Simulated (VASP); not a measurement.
Set up this calculation in VASP 6.6.1, as the native input.

- Task: single point
- Functional: r2SCAN
- Potentials or basis: VASP PAW PBE potentials, release 64 (Na_pv, S)
- Cutoff: 550 eV
- k mesh: 4 × 4 × 4
- Occupations: gaussian, width 0.01 eV
- Spin: no spin polarisation
- Dipole correction: no
- Further INCAR settings: ALGO = Normal; EDIFF = 1e-06; NBANDS = 17

The system is Na2S.

```
Na S
1.0
     0.00000    3.25543    3.25543
     3.25543    0.00000    3.25543
     3.25543    3.25543    0.00000
Na S
2 1
Cartesian
  1.6277 1.6277 1.6277
  4.8831 4.8831 4.8831
  0.0000 0.0000 0.0000
```

The input as run:

POSCAR

```
Na2S
1.0
    0.0000000000      3.2554286135      3.2554286135
    3.2554286135      0.0000000000      3.2554286135
    3.2554286135      3.2554286135      0.0000000000
Na S
2 1
Direct
    0.2500000000      0.2500000000      0.2500000000
    0.7500000000      0.7500000000      0.7500000000
    0.0000000000      0.0000000000      0.0000000000
```

INCAR.step1

```
PREC     = Accurate       # precision mode
ENCUT    = 550            # plane-wave cutoff, eV
ISMEAR   = 0              # smearing method
SIGMA    = 0.01           # smearing width, eV
LREAL    = False          # projectors in reciprocal space
LASPH    = True           # aspherical terms in the spheres
NELM     = 120            # most SCF steps
NBANDS   = 17             # bands
GGA      = PE             # functional
ALGO     = Normal         # electronic algorithm
EDIFF    = 1E-5           # SCF threshold, eV
LWAVE    = True           # write WAVECAR
LCHARG   = False          # write CHGCAR
GGA_COMPAT= False
```

INCAR.step2

```
PREC     = Accurate       # precision mode
ENCUT    = 550            # plane-wave cutoff, eV
EDIFF    = 1E-6           # SCF threshold, eV
ISMEAR   = 0              # smearing method
SIGMA    = 0.01           # smearing width, eV
LREAL    = False          # projectors in reciprocal space
LASPH    = True           # aspherical terms in the spheres
NELM     = 120            # most SCF steps
ALGO     = Normal         # electronic algorithm
ISIF     = 2              # what is computed and relaxed
LWAVE    = False          # write WAVECAR
LCHARG   = False          # write CHGCAR
METAGGA  = R2SCAN         # meta-GGA
LMIXTAU  = True         
NBANDS   = 17             # bands
ISTART   = 1            
GGA_COMPAT= False
```

KPOINTS

```
Automatic mesh
0
Gamma
  4 4 4
```

Potentials or basis: VASP PAW PBE potentials, release 64 (Na_pv, S).

The run is started by

```bash
$ cat potpaw_PBE.64/Na_pv/POTCAR potpaw_PBE.64/S/POTCAR > POTCAR
$ cp INCAR.step1 INCAR
$ mpirun -np 1 vasp_std > vasp.out
$ cp INCAR.step2 INCAR
$ mpirun -np 1 vasp_std > vasp.out
```

Results of the run:

| Property | Result |
| --- | --- |
| Pressure | -0.1 GPa |
| Band gap on the k mesh | 3.11 eV |

Caveat: the PAW data sets were made with another functional, which shifts forces and pressure a little.

It took 21 s on 1 thread of Intel(R) Xeon(R) 6975P-C (Granite Rapids) (shared host), peak memory 0.21 GiB.
